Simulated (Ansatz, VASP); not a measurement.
Two plane-wave programs on Rb

```
CELL_PARAMETERS angstrom
4.47896 -2.52135 -0.05747
4.47896 2.52135 -0.05747
-2.65050 0.00000 16.73245
ATOMIC_POSITIONS crystal
Rb 0.19499 0.19499 0.12484
Rb 0.80501 0.80501 0.87516
Rb 0.39367 0.39367 0.62461
Rb 0.60633 0.60633 0.37539
```

Alike in both runs: functional PBE; k mesh 4 × 4 × 2; occupations gaussian, width 0.1 eV; no spin polarisation.

Ansatz relaxed the structure, and its values are those at the end. VASP's run is a single point on that final structure, the one shown.

|  | VASP | Ansatz |
| --- | --- | --- |
| version | VASP 6.6.1 | Ansatz 0.2.0 |
| potentials or method | VASP PAW PBE potentials, release 64 (Rb_sv), cutoff 520 eV | scalar-relativistic, plane waves, PAW |
| valence electrons in the cell | 36 | 36 |

|  | VASP | Ansatz | Ansatz less VASP |
| --- | --- | --- | --- |
| gap on the k mesh at the Fermi level (eV) | none | none | - |
| pressure (GPa) | -0.1 | 0.0 | 0.00 |
| rms of the force components (eV/Å) | 0.005 | 0.005 | 0.0000 |

A gap of «none» marks a metal or a gap that the smearing closes.
